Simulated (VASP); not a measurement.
# Hf (P6_3/mmc) in VASP: a series of runs

Hf is run at these levels: PBE; tasks: single point.

Program: VASP 6.6.1. These are calculated values, not measurements. Logs are shortened: lines on timing, memory, paths and dates and some standing lists are left out, and cuts for length are marked.

## (1) The cell of the first run

The structure is hexagonal, space group P6_3/mmc (No. 194). The conventional cell has a = 3.205 Å, b = 3.205 Å, c = 5.068 Å, α = 90.00°, β = 90.00°, γ = 120.00°. Within 4.1 Å of Hf (site symmetry -6m2) lie 12 Hf at 3.14 to 3.20 Å.

## (2) Single point, PBE

The input, INCAR:

```
ALGO = Normal ; EDIFF = 1E-6
ENCUT = 520 ; GGA = PE
ISIF = 2 ; ISMEAR = 0
LASPH = T ; LCHARG = F
LREAL = F ; LWAVE = F
NBANDS = 17 ; NELM = 100
PREC = Accurate ; SIGMA = 0.1
```

The input, KPOINTS:

```
k-points
0
Gamma
  12 12 7
```

The input, POSCAR:

```
Hf
1.0
    3.2046131816      0.0000000000      0.0000000000
   -1.6023065908      2.7752764246      0.0000000000
    0.0000000000      0.0000000000      5.0684728985
Hf
2
Direct
    0.3333333333      0.6666666667      0.2500000000
    0.6666666667      0.3333333333      0.7500000000
```

Potentials or basis: VASP PAW PBE potentials, release 64 (Hf_pv).

The run is started by

```
$ cat potpaw_PBE.64/Hf_pv/POTCAR > POTCAR
$ mpirun -np 1 vasp_std > vasp.out
```

OUTCAR:

```text
EDIFF = 1E-6
   ENCUT = 520
   GGA = PE
   ISIF = 2
   ISMEAR = 0
   LASPH = T
   LREAL = F
   NELM = 100
   PREC = Accurate

 ion  position               nearest neighbor table
   1  0.333  0.667  0.250-   2 3.14   2 3.14   2 3.14   2 3.14   2 3.14   2 3.14
   2  0.667  0.333  0.750-   1 3.14   1 3.14   1 3.14   1 3.14   1 3.14   1 3.14

  LATTYP: Found a hexagonal cell.
 ALAT       =     3.2046131816
 C/A-ratio  =     1.5816176903

  Lattice vectors:

 A1 = (   3.2046131816,   0.0000000000,   0.0000000000)
 A2 = (  -1.6023065908,   2.7752764246,   0.0000000000)
 A3 = (   0.0000000000,   0.0000000000,   5.0684728985)

Analysis of symmetry for initial positions (statically):
=====================================================================
 Subroutine PRICEL returns:
 Original cell was already a primitive cell.

 Routine SETGRP: Setting up the symmetry group for a
 hexagonal supercell.

 Subroutine GETGRP returns: Found 24 space group operations
 (whereof 12 operations were pure point group operations)
 out of a pool of 24 trial point group operations.

The static configuration has the point symmetry D_3d.
 The point group associated with its full space group is D_6h.

Analysis of symmetry for dynamics (positions and initial velocities):
=====================================================================
 Subroutine PRICEL returns:
 Original cell was already a primitive cell.

 Routine SETGRP: Setting up the symmetry group for a
 hexagonal supercell.

 Subroutine GETGRP returns: Found 24 space group operations
 (whereof 12 operations were pure point group operations)
 out of a pool of 24 trial point group operations.

The dynamic configuration has the point symmetry D_3d.
 The point group associated with its full space group is D_6h.

 Subroutine INISYM returns: Found 24 space group operations
 (whereof 12 operations are pure point group operations),
 and found     1 'primitive' translations

----------------------------------------------------------------------------------------

                                     Primitive cell

  volume of cell :      45.0774

  direct lattice vectors                    reciprocal lattice vectors
     3.204613182  0.000000000  0.000000000     0.312050143  0.180162234  0.000000000
    -1.602306591  2.775276425  0.000000000     0.000000000  0.360324468  0.000000000
     0.000000000  0.000000000  5.068472898     0.000000000  0.000000000  0.197298086

  length of vectors
     3.204613182  3.204613182  5.068472898     0.360324468  0.360324468  0.197298086

  position of ions in fractional coordinates (direct lattice)
     0.333333333  0.666666667  0.250000000
     0.666666667  0.333333333  0.750000000

  ion indices of the primitive-cell ions
   primitive index   ion index
                 1           1
                 2           2

----------------------------------------------------------------------------------------

 KPOINTS: k-points

Automatic generation of k-mesh.
 Grid dimensions read from file:
 generate k-points for:   12   12    7

 Generating k-lattice:

  Cartesian coordinates                     Fractional coordinates (reciprocal lattice)
     0.026004179  0.015013519  0.000000000     0.083333333  0.000000000  0.000000000
     0.000000000  0.030027039  0.000000000     0.000000000  0.083333333  0.000000000
     0.000000000  0.000000000  0.028185441     0.000000000  0.000000000  0.142857143

  Length of vectors
     0.030027039  0.030027039  0.028185441

  Shift w.r.t. Gamma in fractional coordinates (k-lattice)
     0.000000000  0.000000000  0.000000000

 Subroutine IBZKPT returns following result:
 ===========================================

 Found     76 irreducible k-points:

 Following reciprocal coordinates:
            Coordinates               Weight
  0.000000  0.000000  0.000000      1.000000
  0.083333  0.000000  0.000000      6.000000
  0.166667  0.000000  0.000000      6.000000
  0.250000  0.000000  0.000000      6.000000
  0.333333  0.000000  0.000000      6.000000
  0.416667  0.000000  0.000000      6.000000
[... 16 lines left out ...]
  0.250000  0.000000  0.142857     12.000000
  0.333333  0.000000  0.142857     12.000000
 [... further k-points ...]
   k-points           NKPTS =     76   k-points in BZ     NKDIM =     76   number of bands    NBANDS=     17
   number of dos      NEDOS =    301   number of ions     NIONS =      2
   total plane-waves  NPLWV =  23040
   dimension x,y,z NGX =    24 NGY =   24 NGZ =   40
   dimension x,y,z NGXF=    48 NGYF=   48 NGZF=   80
   ions per type =               2
   NGX,Y,Z   is equivalent  to a cutoff of  12.45, 12.45, 13.12 a.u.
   NGXF,Y,Z  is equivalent  to a cutoff of  24.90, 24.90, 26.24 a.u.
 SYSTEM =  unknown system
   PREC   = accura    normal or accurate (medium, high low for compatibility)
   ISTART =      0    job   : 0-new  1-cont  2-samecut
   ICHARG =      2    charge: 1-file 2-atom 10-const
   ISPIN  =      1    spin polarized calculation?
   LNONCOLLINEAR =      F non collinear calculations
   LSORBIT =      F    spin-orbit coupling
   LASPH  =      T    aspherical Exc in radial PAW
   ENCUT  =  520.0 eV  38.22 Ry    6.18 a.u.   5.96  5.96  9.42*2*pi/ulx,y,z
   NELM   =    100;   NELMIN=  2; NELMDL= -5     # of ELM steps
   EDIFF  = 0.1E-05   stopping-criterion for ELM
   LREAL  =      F    real-space projection
   EDIFFG = 0.1E-04   stopping-criterion for IOM
   NSW    =      0    number of steps for IOM
   IBRION =     -1    ionic relax: 0-MD 1-quasi-New 2-CG
   NFREE  =      0    steps in history (QN), initial steepest desc. (CG)
   ISIF   =      2    stress and relaxation
   ISYM   =      2    0-nonsym 1-usesym 2-fastsym
   POTIM  = 0.5000    time-step for ionic-motion
   TEBEG  =    0.0;   TEEND  =   0.0 temperature during run
   PSTRESS=    0.0 pullay stress
   NELECT =      20.0000    total number of electrons
   NUPDOWN=      -1.0000    fix difference up-down
   EMIN   =  10.00;   EMAX   =-10.00  energy-range for DOS
   EFERMI =   0.00;   METHOD = LEGACY
   ISMEAR =     0;   SIGMA  =   0.10  broadening in eV -4-tet -1-fermi 0-gaus
   EFERMI_NEDOS =   21; number of points for ismear=-14 and -15
   IALGO  =     38    algorithm
   IMIX   =      4    mixing-type and parameters
     AMIX     =   0.40;   BMIX     =  1.00
     AMIX_MAG =   1.60;   BMIX_MAG =  1.00
  volume/ion in A,a.u.               =      22.54       152.10
  Fermi-wavevector in a.u.,A,eV,Ry     =   1.248624  2.359558 21.212340  1.559063
  Thomas-Fermi vector in A             =   2.382702
   LORBIT       =      0    0 simple, 1 ext, 2 COOP (PROOUT), +10 PAW based schemes
   GGA     = PE    functional components
   LHFCALC =     F    Hartree Fock is set to
   AEXX    =    0.0000 exact exchange contribution
   IVDW    =     0    specifies the selected vdW correction
   LEPSILON=     F    determine dielectric tensor
   LRPA    =     F    only Hartree local field effects (RPA)
 non-spin polarized calculation
 Gauss-broadening in eV      SIGMA  =   0.10
  energy-cutoff  :      520.00
  volume of cell :       45.08
 maximum number of plane-waves:      1230
 NGX is ok and might be reduce to    24
   NGX = 11   NGY = 11   NGZ = 19

 number of electron      20.0000005 magnetization

 Free energy of the ion-electron system (eV)
  ---------------------------------------------------
  ext. energy  EPLUGINS =         0.00000000
  ---------------------------------------------------
  free energy    TOTEN  =       -19.85341823 eV

  energy without entropy =      -19.84578449  energy(sigma->0) =      -19.84960136

 E-fermi :   4.8755     XC(G=0): -11.2496

 val. band max:        4.8707292010   @ k =   0.0000   0.0000   0.2857
 cond. band min:       4.8840667847   @ k =   0.0833   0.0833   0.4286
 fundamental gap:      0.0133375837
 Fermi energy:         4.8755045646

 k-point     1 :       0.0000    0.0000    0.0000
  band No.  band energies     occupation
      1     -26.2142      2.00000
      2     -25.4911      2.00000
      3     -25.4911      2.00000
      4     -25.3684      2.00000
      5     -25.3662      2.00000
      6     -25.3662      2.00000
[... 9 lines left out ...]
     16       7.4866      0.00000
     17      10.1600      0.00000

 k-point     2 :       0.0833    0.0000    0.0000
  band No.  band energies     occupation
      1     -26.1967      2.00000
      2     -25.5282      2.00000
      3     -25.5036      2.00000
      4     -25.4053      2.00000
      5     -25.3765      2.00000
      6     -25.3711      2.00000
[... 9 lines left out ...]
     16       7.2912      0.00000
     17      10.3220      0.00000

 k-point     3 :       0.1667    0.0000    0.0000
  band No.  band energies     occupation
      1     -26.1466      2.00000
      2     -25.6297      2.00000
      3     -25.5366      2.00000
      4     -25.5097      2.00000
      5     -25.4008      2.00000
      6     -25.3857      2.00000
[... 9 lines left out ...]
     16       7.5855      0.00000
     17      10.6426      0.00000

 k-point     4 :       0.2500    0.0000    0.0000
  band No.  band energies     occupation
      1     -26.0708      2.00000
      2     -25.7685      2.00000
      3     -25.6462      2.00000
      4     -25.5798      2.00000
      5     -25.4413      2.00000
      6     -25.4072      2.00000
[... 9 lines left out ...]
     16       8.4334      0.00000
     17      10.9420      0.00000
[... 343 lines left out ...]
      1     -26.1173      2.00000
      2     -25.6191      2.00000
      3     -25.5440      2.00000
      4     -25.5292      2.00000
      5     -25.4100      2.00000
      6     -25.3933      2.00000
[... 9 lines left out ...]
     16       7.6969      0.00000
     17      10.6177      0.00000

 k-point    23 :       0.2500    0.0000    0.1429
  band No.  band energies     occupation
      1     -26.0589      2.00000
      2     -25.7488      2.00000
      3     -25.6756      2.00000
      4     -25.5714      2.00000
      5     -25.4450      2.00000
      6     -25.4159      2.00000
[... 9 lines left out ...]
     16       8.3620      0.00000
     17      10.8417      0.00000

 k-point    24 :       0.3333    0.0000    0.1429
  band No.  band energies     occupation
      1     -26.0205      2.00000
      2     -25.8540      2.00000
      3     -25.7943      2.00000
      4     -25.6121      2.00000
      5     -25.4907      2.00000
      6     -25.4394      2.00000
[... 9 lines left out ...]
     16       9.3345      0.00000
     17      10.9949      0.00000

 [... further k-points ...]

------------------------ aborting loop because EDIFF is reached ----------------------------------------

  FORCE on cell =-STRESS in cart. coord.  units (eV):
  Direction    XX          YY          ZZ          XY          YZ          ZX
  --------------------------------------------------------------------------------------
  -------------------------------------------------------------------------------------
  Total       -0.1049506     -0.1049506     -0.1319328      0.0000000      0.0000000      0.0000000
  in kB       -3.7302388     -3.7302388     -4.6892607      0.0000000      0.0000000      0.0000000
  external PRESSURE =      -4.0499128 kB  Pullay stress =       0.0000000 kB

 VOLUME and BASIS-vectors are now :
 -----------------------------------------------------------------------------
  energy-cutoff  :      520.00
  volume of cell :       45.08
      direct lattice vectors                 reciprocal lattice vectors
     3.204613182  0.000000000  0.000000000     0.312050143  0.180162234  0.000000000
    -1.602306591  2.775276425  0.000000000     0.000000000  0.360324468  0.000000000
     0.000000000  0.000000000  5.068472898     0.000000000  0.000000000  0.197298086

 POSITION                                       TOTAL-FORCE (eV/Angst)
 -----------------------------------------------------------------------------------
     -0.00000      1.85018      1.26712         0.000000      0.000000      0.000000
      1.60231      0.92509      3.80135        -0.000000      0.000000      0.000000
 -----------------------------------------------------------------------------------
    total drift:                               -0.000000      0.000000     -0.000000

  FREE ENERGIE OF THE ION-ELECTRON SYSTEM (eV)
  ---------------------------------------------------
  free  energy   TOTEN  =       -19.8534182339 eV

  energy  without entropy=      -19.8457844864  energy(sigma->0) =      -19.84960136
```

Wall time 29 s (1 thread of Intel Xeon Platinum 8559C (Emerald Rapids), shared host); peak memory 0.18 GiB.

What came out:

```
Free energy            : -19.8534 eV
Pressure               : -0.4 GPa
Band gap on the k mesh : zero (bands 10 and 11 overlap by 1.50 eV)
```

Caveat: spin-orbit coupling is left out, which moves the levels of the heavy elements.

## (3) Single point, PBE

The input, INCAR:

```
ALGO = Fast
EDIFF = 1E-6
ENCUT = 520
GGA = PE
ISIF = 2
ISMEAR = 0
LASPH = T
LCHARG = F
LREAL = F
LWAVE = F
NBANDS = 17
NELM = 100
PREC = Accurate
SIGMA = 0.1
```

The input, KPOINTS:

```
k-points
0
Gamma
  18 18 8
```

The input, POSCAR:

```
Hf
1.0
    3.2046131816      0.0000000029      0.0000000000
   -1.6023065933      2.7752764231      0.0000000000
    0.0000000000      0.0000000000      5.0684728985
Hf
2
Direct
    0.3333333333      0.6666666667      0.2500000000
    0.6666666667      0.3333333333      0.7500000000
```

Potentials or basis: VASP PAW PBE potentials, release 64 (Hf_pv).

The run is started by

```
$ cat potpaw_PBE.64/Hf_pv/POTCAR > POTCAR
$ mpirun -np 1 vasp_std > vasp.out
```

OUTCAR:

```text
EDIFF = 1E-6
   ENCUT = 520
   GGA = PE
   ISIF = 2
   ISMEAR = 0
   LASPH = T
   LREAL = F
   NELM = 100
   PREC = Accurate

 ion  position               nearest neighbor table
   1  0.333  0.667  0.250-   2 3.14   2 3.14   2 3.14   2 3.14   2 3.14   2 3.14
   2  0.667  0.333  0.750-   1 3.14   1 3.14   1 3.14   1 3.14   1 3.14   1 3.14

  LATTYP: Found a hexagonal cell.
 ALAT       =     3.2046131816
 C/A-ratio  =     1.5816176903

  Lattice vectors:

 A1 = (   3.2046131816,   0.0000000029,   0.0000000000)
 A2 = (  -1.6023065933,   2.7752764231,   0.0000000000)
 A3 = (   0.0000000000,   0.0000000000,   5.0684728985)

Analysis of symmetry for initial positions (statically):
=====================================================================
 Subroutine PRICEL returns:
 Original cell was already a primitive cell.

 Routine SETGRP: Setting up the symmetry group for a
 hexagonal supercell.

 Subroutine GETGRP returns: Found 24 space group operations
 (whereof 12 operations were pure point group operations)
[... 164 lines left out ...]
  free energy    TOTEN  =       -19.85400699 eV

  energy without entropy =      -19.84705380  energy(sigma->0) =      -19.85053040

 E-fermi :   4.8778     XC(G=0): -11.2496

 val. band max:        4.8744202842   @ k =   0.2778   0.2778   0.2500
 cond. band min:       4.8912157859   @ k =   0.1667  -0.0000   0.1250
 fundamental gap:      0.0167955016
 Fermi energy:         4.8778396243

 k-point     1 :       0.0000    0.0000    0.0000
  band No.  band energies     occupation
      1     -26.2169      2.00000
      2     -25.4913      2.00000
      3     -25.4913      2.00000
      4     -25.3712      2.00000
      5     -25.3664      2.00000
      6     -25.3664      2.00000
[... 457 lines left out ...]
      4     -25.6891      2.00000
      5     -25.5850      2.00000
      6     -25.4934      2.00000
[... 9 lines left out ...]
     16      11.0340      0.00000
     17      11.5415      0.00000

 [... further k-points ...]

------------------------ aborting loop because EDIFF is reached ----------------------------------------

  FORCE on cell =-STRESS in cart. coord.  units (eV):
  Direction    XX          YY          ZZ          XY          YZ          ZX
  --------------------------------------------------------------------------------------
  -------------------------------------------------------------------------------------
  Total       -0.0907242     -0.0907242     -0.1191598     -0.0000000      0.0000000     -0.0000000
  in kB       -3.2245926     -3.2245926     -4.2352721     -0.0000000      0.0000000     -0.0000000
  external PRESSURE =      -3.5614857 kB  Pullay stress =       0.0000000 kB

 VOLUME and BASIS-vectors are now :
 -----------------------------------------------------------------------------
  energy-cutoff  :      520.00
  volume of cell :       45.08
      direct lattice vectors                 reciprocal lattice vectors
     3.204613182  0.000000003  0.000000000     0.312050142  0.180162234  0.000000000
    -1.602306593  2.775276423  0.000000000    -0.000000000  0.360324468  0.000000000
     0.000000000  0.000000000  5.068472898     0.000000000  0.000000000  0.197298086

 POSITION                                       TOTAL-FORCE (eV/Angst)
 -----------------------------------------------------------------------------------
     -0.00000      1.85018      1.26712        -0.000000     -0.000000      0.000000
      1.60231      0.92509      3.80135         0.000000      0.000000      0.000000
 -----------------------------------------------------------------------------------
    total drift:                               -0.000000      0.000000     -0.000000

  FREE ENERGIE OF THE ION-ELECTRON SYSTEM (eV)
  ---------------------------------------------------
  free  energy   TOTEN  =       -19.8540069909 eV

  energy  without entropy=      -19.8470538039  energy(sigma->0) =      -19.85053040
```

stdout:

```text
POSCAR found type information on POSCAR Hf
 POSCAR found :  1 types and       2 ions
 scaLAPACK will be used
 LDA part: xc-table for (Slater+PW92), standard interpolation
 POSCAR, INCAR and KPOINTS ok, starting setup
 FFT: planning ... GRIDC
 FFT: planning ... GRID_SOFT
 FFT: planning ... GRID
 WAVECAR not read
 entering main loop
```

It took 83 s on 1 thread of Intel Xeon Platinum 8559C (Emerald Rapids), shared host; peak memory 0.24 GiB.

What came out:

```
Free energy            : -19.8540 eV
Pressure               : -0.4 GPa
Band gap on the k mesh : zero (bands 10 and 11 overlap by 1.59 eV)
```

Caveat: spin-orbit coupling is left out, which moves the levels of the heavy elements.
